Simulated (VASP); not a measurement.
Write the native input for VASP 6.6.1 that does the following.

```
Task                   : single point
Functional             : r2SCAN
Potentials or basis    : VASP PAW PBE potentials, release 64 (Cd, S)
Cutoff                 : 520 eV
k mesh                 : 8 × 8 × 8
Occupations            : gaussian, width 0.01 eV
Spin                   : no spin polarisation
Dipole correction      : no
Further INCAR settings : ALGO = Normal; EDIFF = 1e-06; NBANDS = 16
```

The system is CdS (Hawleyite).

```
Cd S
1.0
     0.00000    2.93921    2.97272
     2.93921    0.00000    2.97272
     2.93921    2.93921    0.00000
Cd S
1 1
Direct
  0.00000 0.00000 0.00000
  0.25000 0.25000 0.25000
```

This cell differs from its parent crystal: uniaxial z strain +1.1%.

One way to write it, as run:

POSCAR

```
CdS
1.0
    0.0000000000      2.9392138876      2.9727209259
    2.9392138876      0.0000000000      2.9727209259
    2.9392138876      2.9392138876      0.0000000000
Cd S
1 1
Direct
    0.0000000000      0.0000000000      0.0000000000
    0.2500000000      0.2500000000      0.2500000000
```

INCAR.step1

```
PREC = Accurate ; ENCUT = 520
ISMEAR = 0 ; SIGMA = 0.01
LREAL = False ; LASPH = True
NELM = 100 ; NBANDS = 16
GGA = PE ; ALGO = Normal
EDIFF = 1E-4 ; LWAVE = True
LCHARG = False
```

INCAR.step2

```
PREC = Accurate ; ENCUT = 520
EDIFF = 1E-6 ; ISMEAR = 0
SIGMA = 0.01 ; LREAL = False
LASPH = True ; NELM = 100
ALGO = Normal ; ISIF = 2
LWAVE = False ; LCHARG = False
METAGGA = R2SCAN ; LMIXTAU = True
NBANDS = 16 ; ISTART = 1
```

KPOINTS

```
Automatic mesh
0
Gamma
  8 8 8
```

Potentials or basis: VASP PAW PBE potentials, release 64 (Cd, S).

Launch:

```console
$ cat potpaw_PBE.64/Cd/POTCAR potpaw_PBE.64/S/POTCAR > POTCAR
$ cp INCAR.step1 INCAR
$ mpirun -np 1 vasp_std > vasp.out
$ cp INCAR.step2 INCAR
$ mpirun -np 1 vasp_std > vasp.out
```

Results of the run:

* Pressure: -0.4 GPa
* Band gap on the k mesh: 1.50 eV, direct

Caveat: the cell differs from its parent crystal (uniaxial z strain +1.1%); the PAW data sets were made with another functional, which shifts forces and pressure a little.

Run time: 100 s on 1 thread of Intel(R) Xeon(R) Platinum 8375C CPU @ 2.90GHz (Ice Lake), on a shared host, peak memory 0.21 GiB.
